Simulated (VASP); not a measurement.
# TaN (CsCl type) (Pm-3m) in VASP: a series of runs

TaN (CsCl type) is run at these levels: PBE; tasks: single point, relaxation of cell and atoms.

All numbers are computed with VASP 6.6.1; they aren't measurements. Logs are shortened: lines on timing, memory, paths and dates and some standing lists are left out, and cuts for length are marked.

### Step 1. The cell of the first run

It takes space group Pm-3m (No. 221, cubic). The conventional cell has a = 2.464 Å, b = 2.464 Å, c = 2.464 Å, α = 90.00°, β = 90.00°, γ = 90.00°. Ta (site symmetry m-3m) has 8 N at 2.13 Å and 6 Ta at 2.46 Å within 2.8 Å. N (site symmetry m-3m) has 8 Ta at 2.13 Å and 6 N at 2.46 Å within 2.8 Å.

### Step 2. Single point, PBE

Input file INCAR:

```
SYSTEM = TaN
PREC = Accurate ; ENCUT = 520
EDIFF = 1E-7 ; ISMEAR = -1
SIGMA = 0.08 ; LREAL = .False.
LASPH = .True. ; NELM = 100
ALGO = Normal ; ISIF = 2
LWAVE = .False. ; LCHARG = .False.
GGA = PE ; NBANDS = 15
```

Input file KPOINTS:

```
Automatic mesh
0
Gamma
  16 16 16
  0 0 0
```

Input file POSCAR:

```
TaN
1.0
    2.4641851431      0.0000000000      0.0000000000
    0.0000000000      2.4641851431      0.0000000000
    0.0000000000      0.0000000000      2.4641851431
Ta N
1 1
Direct
    0.0000000000      0.0000000000      0.0000000000
    0.5000000000      0.5000000000      0.5000000000
```

Potentials or basis: VASP PAW PBE potentials, release 64 (Ta_pv, N).

On the command line:

```console
> cat potpaw_PBE.64/Ta_pv/POTCAR potpaw_PBE.64/N/POTCAR > POTCAR
> mpirun -np 1 vasp_std > vasp.out
```

OUTCAR:

```text
SYSTEM = TaN
   PREC = Accurate
   ENCUT = 520
   EDIFF = 1E-7
   ISMEAR = -1
   LREAL = .False.
   LASPH = .True.
   NELM = 100
   ISIF = 2
   GGA = PE

 ion  position               nearest neighbor table
   1  0.000  0.000  0.000-   2 2.13   2 2.13   2 2.13   2 2.13   2 2.13   2 2.13   2 2.13   2 2.13

   2  0.500  0.500  0.500-   1 2.13   1 2.13   1 2.13   1 2.13   1 2.13   1 2.13   1 2.13   1 2.13

  LATTYP: Found a simple cubic cell.
 ALAT       =     2.4641851431

  Lattice vectors:

 A1 = (   2.4641851431,   0.0000000000,   0.0000000000)
 A2 = (   0.0000000000,   2.4641851431,   0.0000000000)
 A3 = (   0.0000000000,   0.0000000000,   2.4641851431)

Analysis of symmetry for initial positions (statically):
=====================================================================
 Subroutine PRICEL returns:
 Original cell was already a primitive cell.

 Routine SETGRP: Setting up the symmetry group for a
 simple cubic supercell.

 Subroutine GETGRP returns: Found 48 space group operations
 (whereof 48 operations were pure point group operations)
 out of a pool of 48 trial point group operations.

The static configuration has the point symmetry O_h .

Analysis of symmetry for dynamics (positions and initial velocities):
=====================================================================
 Subroutine PRICEL returns:
 Original cell was already a primitive cell.

 Routine SETGRP: Setting up the symmetry group for a
 simple cubic supercell.

 Subroutine GETGRP returns: Found 48 space group operations
 (whereof 48 operations were pure point group operations)
 out of a pool of 48 trial point group operations.

The dynamic configuration has the point symmetry O_h .

 Subroutine INISYM returns: Found 48 space group operations
 (whereof 48 operations are pure point group operations),
 and found     1 'primitive' translations

----------------------------------------------------------------------------------------

                                     Primitive cell

  volume of cell :      14.9630

  direct lattice vectors                    reciprocal lattice vectors
     2.464185143  0.000000000  0.000000000     0.405813663  0.000000000  0.000000000
     0.000000000  2.464185143  0.000000000     0.000000000  0.405813663  0.000000000
     0.000000000  0.000000000  2.464185143     0.000000000  0.000000000  0.405813663

  length of vectors
     2.464185143  2.464185143  2.464185143     0.405813663  0.405813663  0.405813663

  position of ions in fractional coordinates (direct lattice)
     0.000000000  0.000000000  0.000000000
     0.500000000  0.500000000  0.500000000

  ion indices of the primitive-cell ions
   primitive index   ion index
                 1           1
                 2           2

----------------------------------------------------------------------------------------

 KPOINTS: Automatic mesh

Automatic generation of k-mesh.
 Grid dimensions read from file:
 generate k-points for:   16   16   16

 Generating k-lattice:

  Cartesian coordinates                     Fractional coordinates (reciprocal lattice)
     0.025363354  0.000000000  0.000000000     0.062500000  0.000000000  0.000000000
     0.000000000  0.025363354  0.000000000     0.000000000  0.062500000  0.000000000
     0.000000000  0.000000000  0.025363354     0.000000000  0.000000000  0.062500000

  Length of vectors
     0.025363354  0.025363354  0.025363354

  Shift w.r.t. Gamma in fractional coordinates (k-lattice)
     0.000000000  0.000000000  0.000000000

 Subroutine IBZKPT returns following result:
 ===========================================

 Found    165 irreducible k-points:

 Following reciprocal coordinates:
            Coordinates               Weight
  0.000000  0.000000  0.000000      1.000000
  0.062500  0.000000  0.000000      6.000000
  0.125000  0.000000  0.000000      6.000000
  0.187500  0.000000  0.000000      6.000000
  0.250000  0.000000  0.000000      6.000000
  0.312500  0.000000  0.000000      6.000000
[... 16 lines left out ...]
  0.437500  0.125000  0.000000     24.000000
[... 45 lines left out ...]
  band No.  band energies     occupation
      1     -21.0868      2.00000
      2     -21.0868      2.00000
      3     -21.0868      2.00000
      4      -7.8538      2.00000
      5       6.3882      2.00000
      6       6.3882      2.00000
      7      10.2356      2.00000
      8      10.2356      2.00000
      9      10.2356      2.00000
     10      19.3135      0.00000
     11      19.3135      0.00000
     12      19.3136      0.00000
     13      20.9993      0.00000
     14      26.9735      0.00000
     15      34.0275      0.00000

 k-point     2 :       0.0625    0.0000    0.0000
  band No.  band energies     occupation
      1     -21.2507      2.00000
      2     -21.0728      2.00000
      3     -21.0728      2.00000
      4      -7.6949      2.00000
      5       6.4325      2.00000
      6       6.4462      2.00000
      7      10.0907      2.00000
      8      10.0907      2.00000
      9      10.2029      2.00000
     10      19.3501      0.00000
     11      19.3750      0.00000
     12      19.3750      0.00000
     13      21.2314      0.00000
     14      26.9737      0.00000
     15      32.8942      0.00000

 k-point     3 :       0.1250    0.0000    0.0000
  band No.  band energies     occupation
      1     -21.6959      2.00000
      2     -21.0328      2.00000
      3     -21.0328      2.00000
      4      -7.2519      2.00000
      5       6.3262      2.00000
      6       6.6158      2.00000
      7       9.6909      2.00000
      8       9.6909      2.00000
      9      10.4145      2.00000
     10      19.4556      0.00000
     11      19.5537      0.00000
     12      19.5537      0.00000
     13      21.8374      0.00000
     14      26.9745      0.00000
     15      30.8118      0.00000
[... 343 lines left out ...]
 k-point    23 :       0.4375    0.1250    0.0000
  band No.  band energies     occupation
      1     -24.2832      2.00000
      2     -21.2425      2.00000
      3     -20.6756      2.00000
      4      -3.5981      2.00000
      5       1.8883      2.00000
      6       6.8173      2.00000
      7       7.4048      2.00000
      8       8.9178      2.00000
      9      18.6338      0.00000
     10      18.7755      0.00000
     11      20.0268      0.00000
     12      20.5643      0.00000
     13      24.7553      0.00000
     14      26.6866      0.00000
     15      27.0894      0.00000

 k-point    24 :       0.5000    0.1250    0.0000
  band No.  band energies     occupation
      1     -24.3880      2.00000
      2     -21.2244      2.00000
      3     -20.6610      2.00000
      4      -3.3918      2.00000
      5       1.6203      2.00000
      6       6.7557      2.00000
      7       7.3112      2.00000
      8       8.9491      2.00000
      9      18.9910      0.00000
     10      19.1557      0.00000
     11      20.1379      0.00000
     12      20.3577      0.00000
     13      24.5086      0.00000
     14      26.9339      0.00000
     15      28.0496      0.00000

 [... further k-points ...]

------------------------ aborting loop because EDIFF is reached ----------------------------------------

  FORCE on cell =-STRESS in cart. coord.  units (eV):
  Direction    XX          YY          ZZ          XY          YZ          ZX
  --------------------------------------------------------------------------------------
  -------------------------------------------------------------------------------------
  Total       20.0447516     20.0447516     20.0447516      0.0000000     -0.0000000      0.0000000
  in kB     2146.3041074   2146.3041074   2146.3041074      0.0000000     -0.0000000      0.0000000
  external PRESSURE =    2146.3041074 kB  Pullay stress =       0.0000000 kB

 VOLUME and BASIS-vectors are now :
 -----------------------------------------------------------------------------
  energy-cutoff  :      520.00
  volume of cell :       14.96
      direct lattice vectors                 reciprocal lattice vectors
     2.464185143  0.000000000  0.000000000     0.405813663  0.000000000  0.000000000
     0.000000000  2.464185143  0.000000000     0.000000000  0.405813663  0.000000000
     0.000000000  0.000000000  2.464185143     0.000000000  0.000000000  0.405813663

 POSITION                                       TOTAL-FORCE (eV/Angst)
 -----------------------------------------------------------------------------------
      0.00000      0.00000      0.00000         0.000000      0.000000      0.000000
      1.23209      1.23209      1.23209         0.000000      0.000000      0.000000
 -----------------------------------------------------------------------------------
    total drift:                                0.000000     -0.000000     -0.000000

  FREE ENERGIE OF THE ION-ELECTRON SYSTEM (eV)
  ---------------------------------------------------
  free  energy   TOTEN  =       -17.8914866641 eV

  energy  without entropy=      -17.8870428621  energy(sigma->0) =      -17.88926476
```

Wall time 49 s (1 thread of Intel Xeon 8259CL, shared host); peak memory 0.15 GiB.

What came out:

```yaml
Free_energy: -17.8915 eV
Pressure: 214.6 GPa
Band_gap_on_the_k_mesh: zero (bands 8 and 9 overlap by 12.57 eV)
```

Levels at points of the mesh, in eV from the Fermi level:
```
           k point  band 4  band 5  band 6  band 7  band 8  band 9  band 10  band 11  band 12  band 13
(0.00, 0.00, 0.00)  -21.61   -7.36   -7.36   -3.52   -3.52   -3.52     5.56     5.56     5.56     7.25
(0.50, 0.00, 0.00)  -16.75  -12.84   -6.76   -6.76   -5.48    5.67     6.62     7.56     7.56     9.08
(0.50, 0.50, 0.00)  -19.52   -7.20   -7.20   -4.86   -3.13    0.44     0.44     2.22    10.34    13.19
(0.50, 0.50, 0.50)  -15.71  -13.01  -13.01  -13.01    9.02    9.02     9.02    10.88    10.88    12.53
```

Caveat: the cell stands under pressure; spin-orbit coupling is left out, which moves the levels of the heavy elements.

### Step 3. Single point, PBE

Input file INCAR:

```
SYSTEM = TaN
PREC     = Accurate       ! precision mode
ENCUT    = 520            ! plane-wave cutoff, eV
EDIFF    = 1E-7           ! SCF threshold, eV
ISMEAR   = -1             ! smearing method
SIGMA    = 0.08           ! smearing width, eV
LREAL    = .False.        ! projectors in reciprocal space
LASPH    = .True.         ! aspherical terms in the spheres
NELM     = 100            ! most SCF steps
ALGO     = Normal         ! electronic algorithm
ISIF     = 2              ! what is computed and relaxed
LWAVE    = .False.        ! write WAVECAR
LCHARG   = .False.        ! write CHGCAR
GGA      = PE             ! functional
NBANDS   = 15             ! bands
```

Input file KPOINTS:

```
regular mesh
0
Gamma
  16 16 16
  0 0 0
```

Input file POSCAR:

```
TaN
1.0
    2.4628635721      0.0000000000      0.0000000000
    0.0000000000      2.4628635721      0.0000000000
    0.0000000000      0.0000000000      2.4628635721
Ta N
1 1
Direct
    0.0000000000      0.0000000000      0.0000000000
    0.5000000000      0.5000000000      0.5000000000
```

Potentials or basis: VASP PAW PBE potentials, release 64 (Ta_pv, N).

On the command line:

```console
> cat potpaw_PBE.64/Ta_pv/POTCAR potpaw_PBE.64/N/POTCAR > POTCAR
> mpirun -np 1 vasp_std > vasp.out
```

It took 44 s on 1 thread of Intel Xeon 8259CL, shared host; peak memory 0.15 GiB.

Results (log left out):

```
Free energy            : -17.8591 eV
Pressure               : 216.4 GPa
Band gap on the k mesh : zero (bands 8 and 9 overlap by 12.59 eV)
```

Levels at points of the mesh, in eV from the Fermi level:
| k point | band 6 | band 7 | band 8 | band 9 | band 10 | band 11 |
| --- | --- | --- | --- | --- | --- | --- |
| (0.00, 0.00, 0.00) | -7.38 | -3.52 | -3.52 | -3.52 | 5.57 | 5.57 |
| (0.50, 0.00, 0.00) | -6.77 | -6.77 | -5.50 | 5.68 | 6.64 | 7.57 |
| (0.50, 0.50, 0.00) | -7.21 | -4.86 | -3.14 | 0.44 | 0.44 | 2.23 |
| (0.50, 0.50, 0.50) | -13.03 | -13.03 | 9.04 | 9.04 | 9.04 | 10.90 |

Caveat: the cell stands under pressure; spin-orbit coupling is left out, which moves the levels of the heavy elements.

### Step 4. Relaxation of cell and atoms, PBE, target pressure 210 GPa, at which the enthalpy is minimised

Input file INCAR:

```
SYSTEM = TaN
ALGO     = Normal         ! electronic algorithm
EDIFF    = 1E-7           ! SCF threshold, eV
EDIFFG   = -0.005         ! ionic threshold
ENCUT    = 600            ! plane-wave cutoff, eV
GGA      = PE             ! functional
IBRION   = 2              ! ionic algorithm
ISIF     = 3              ! what is computed and relaxed
ISMEAR   = -1             ! smearing method
LASPH    = .TRUE.         ! aspherical terms in the spheres
LCHARG   = .FALSE.        ! write CHGCAR
LREAL    = .FALSE.        ! projectors in reciprocal space
LWAVE    = .FALSE.        ! write WAVECAR
NELM     = 60             ! most SCF steps
NSW      = 32             ! ionic steps
PREC     = Accurate       ! precision mode
PSTRESS  = 2100.0       
SIGMA    = 0.08           ! smearing width, eV
```

Input file KPOINTS:

```
k-points
0
G
  16 16 16
  0 0 0
```

Input file POSCAR:

```
TaN
1.0
    2.4641851431      0.0000000000      0.0000000000
    0.0000000000      2.4641851431      0.0000000000
    0.0000000000      0.0000000000      2.4641851431
Ta N
1 1
Direct
    0.0000000000      0.0000000000      0.0000000000
    0.5000000000      0.5000000000      0.5000000000
```

On the command line:

```console
> cat potpaw_PBE.64/Ta_pv/POTCAR potpaw_PBE.64/N/POTCAR > POTCAR
> mpirun -np 1 vasp_std > vasp.out
```

Wall time 78 s (1 thread of Intel Xeon 8259CL, shared host); peak memory 0.16 GiB.

Results (log left out):

```
Free energy                                                : -17.9767 eV
Relaxed volume                                             : 7.51 Å³/atom
Relaxed cell                                               : a = 2.468 Å, b = 2.468 Å, c = 2.468 Å, α = 90.00°, β = 90.00°, γ = 90.00°
Space group after relaxing (to 0.1 Å)                      : Pm-3m (No. 221)
Energy change on relaxing (the run minimises the enthalpy) : -41.5 meV/atom
Ionic steps                                                : 3
Pressure after relaxing                                    : 210.0 GPa
Band gap on the k mesh                                     : zero (bands 8 and 9 overlap by 12.52 eV)
```

The path:
```tsv
step	energy change (eV)	largest force (eV/Å)	pressure (GPa)	volume (Å³)
1	0.0000	0.0000	214.56	14.96
2	-0.5762	0.0000	182.22	15.43
3	-0.0830	0.0000	209.95	15.03
```

Final structure:
```
Ta N
1.0
     2.46762    0.00000    0.00000
     0.00000    2.46762    0.00000
     0.00000    0.00000    2.46762
Ta N
1 1
Direct
  0.00000 0.00000 0.00000
  0.50000 0.50000 0.50000
```

Levels at points of the mesh, in eV from the Fermi level:
```
           k point  band 6  band 7  band 8  band 9  band 10  band 11
(0.00, 0.00, 0.00)   -7.32   -3.51   -3.51   -3.51     5.54     5.54
(0.50, 0.00, 0.00)   -6.72   -6.72   -5.45    5.64     6.59     7.52
(0.50, 0.50, 0.00)   -7.19   -4.84   -3.11    0.45     0.45     2.20
(0.50, 0.50, 0.50)  -12.95  -12.95    8.98    8.98     8.98    10.83
```

Caveat: the cell is relaxed towards a set pressure, so the run minimises the enthalpy, not the energy; spin-orbit coupling is left out, which moves the levels of the heavy elements.

### Step 5. Relaxation of cell and atoms, PBE, target pressure 210 GPa, at which the enthalpy is minimised

This run uses another cell than the first one, of 7.54 Å³/atom.

Input file INCAR:

```
PREC = Accurate
ENCUT = 600
EDIFF = 1E-6
ISMEAR = -1
SIGMA = 0.08
LREAL = F
LASPH = T
NELM = 80
ALGO = Normal
ISIF = 3
LWAVE = F
LCHARG = F
GGA = PE
IBRION = 2
NSW = 60
EDIFFG = -0.005
PSTRESS = 2100.0
```

Input file KPOINTS:

```
regular mesh
0
Gamma
  16 16 16
```

Input file POSCAR:

```
TaN
1.0
    2.4704190111      0.0000000000      0.0000000000
    0.0000000000      2.4704190111      0.0000000000
    0.0000000000      0.0000000000      2.4704190111
Ta N
1 1
Direct
    0.0000000000      0.0000000000      0.0000000000
    0.5000000000      0.5000000000      0.5000000000
```

On the command line:

```console
> cat potpaw_PBE.64/Ta_pv/POTCAR potpaw_PBE.64/N/POTCAR > POTCAR
> mpirun -np 1 vasp_std > vasp.out
```

Wall time 66 s (1 thread of Intel Xeon 8259CL, shared host); peak memory 0.17 GiB.

It converged, with:

| Quantity | Value |
| --- | --- |
| Free energy | -17.9763 eV |
| Relaxed volume | 7.51 Å³/atom |
| Relaxed cell | a = 2.468 Å, b = 2.468 Å, c = 2.468 Å, α = 90.00°, β = 90.00°, γ = 90.00° |
| Space group after relaxing (to 0.1 Å) | Pm-3m (No. 221) |
| Energy change on relaxing (the run minimises the enthalpy) | +33.6 meV/atom |
| Ionic steps | 3 |
| Pressure after relaxing | 210.0 GPa |
| Band gap on the k mesh | zero (bands 8 and 9 overlap by 12.52 eV) |

Step by step:
```tsv
step	energy change (eV)	largest force (eV/Å)	pressure (GPa)	volume (Å³)
1	0.0000	0.0000	206.22	15.08
2	0.5295	0.0000	235.52	14.69
3	0.0671	0.0000	210.00	15.03
```

Final structure:
```cif
data_structure
_symmetry_space_group_name_H-M 'P 1'
_symmetry_Int_Tables_number 1
_cell_length_a 2.4676
_cell_length_b 2.4676
_cell_length_c 2.4676
_cell_angle_alpha 90.000
_cell_angle_beta 90.000
_cell_angle_gamma 90.000
_cell_volume 15.03
loop_
_atom_site_label
_atom_site_type_symbol
_atom_site_fract_x
_atom_site_fract_y
_atom_site_fract_z
_atom_site_occupancy
Ta1 Ta 0.00000 0.00000 0.00000 1
N1 N 0.50000 0.50000 0.50000 1
```

Levels at points of the mesh, in eV from the Fermi level:
```
           k point  band 6  band 7  band 8  band 9  band 10  band 11
(0.00, 0.00, 0.00)   -7.32   -3.51   -3.51   -3.51     5.54     5.54
(0.50, 0.00, 0.00)   -6.72   -6.72   -5.45    5.64     6.59     7.52
(0.50, 0.50, 0.00)   -7.19   -4.84   -3.11    0.45     0.45     2.20
(0.50, 0.50, 0.50)  -12.95  -12.95    8.98    8.98     8.98    10.83
```

Caveat: the cell is relaxed towards a set pressure, so the run minimises the enthalpy, not the energy; spin-orbit coupling is left out, which moves the levels of the heavy elements.

### Step 6. Overview

| task | cell | cutoff (eV) | gap on the mesh (eV) | pressure (GPa) |
| --- | --- | --- | --- | --- |
| single point | a = 2.464 Å, 2 atoms | 520 | none | 214.6 |
| single point | a = 2.463 Å, 2 atoms | 520 | none | 216.4 |
| relaxation of cell and atoms | relaxed to 210 GPa from a = 2.464 Å, 2 atoms | 600 | none | 210.0 |
| relaxation of cell and atoms | relaxed to 210 GPa from a = 2.470 Å, 2 atoms | 600 | none | 210.0 |

Alike in all rows: level PBE; potentials or basis VASP PAW PBE potentials, release 64 (Ta_pv, N); no spin polarisation; k mesh 16 × 16 × 16; smearing fermi-dirac 0.08 eV.

Caveats: spin-orbit coupling is left out, which moves the levels of the heavy elements; the cell stands under pressure (at least some runs); the cell is relaxed towards a set pressure, so the run minimises the enthalpy, not the energy (at least some runs).

Absolute energies hang on the potentials; compare differences alone.
